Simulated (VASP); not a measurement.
Write the native input for VASP 6.6.1 that does the following.

```yaml
Task: single point
Functional: PBE
Potentials_or_basis: VASP PAW PBE potentials, release 64 (Zr_sv, B)
Cutoff: 520 eV
k_mesh: 10 × 10 × 10
Occupations: fermi-dirac, width 0.05 eV
Spin: no spin polarisation
Dipole_correction: no
Further_INCAR_settings: ALGO = Normal; EDIFF = 1e-06; NBANDS = 14
```

The structure of ZrB lies in POSCAR:

```
ZrB
1.0
    0.0000000000      2.3250000000      2.3250000000
    2.3250000000      0.0000000000      2.3250000000
    2.3250000000      2.3250000000      0.0000000000
Zr B
1 1
Direct
    0.0000000000      0.0000000000      0.0000000000
    0.5000000000      0.5000000000      0.5000000000
```

These files were run (other wordings do the same):

INCAR

```
PREC = Accurate ; ENCUT = 520
EDIFF = 1E-6 ; ISMEAR = -1
SIGMA = 0.05 ; LREAL = F
LASPH = T ; NELM = 80
ALGO = Normal ; ISIF = 2
LWAVE = F ; LCHARG = F
GGA = PE ; NBANDS = 14
```

KPOINTS

```
Automatic mesh
0
Gamma
  10 10 10
```

Potentials or basis: VASP PAW PBE potentials, release 64 (Zr_sv, B).

The run is started by

```bash
$ cat potpaw_PBE.64/Zr_sv/POTCAR potpaw_PBE.64/B/POTCAR > POTCAR
$ mpirun -np 1 vasp_std > vasp.out
```

Results of the run:

```yaml
Pressure: 34.8 GPa
```

Wall time 16 s on 1 thread of Intel Xeon 8259CL, with other jobs on the host, peak memory 0.14 GiB.
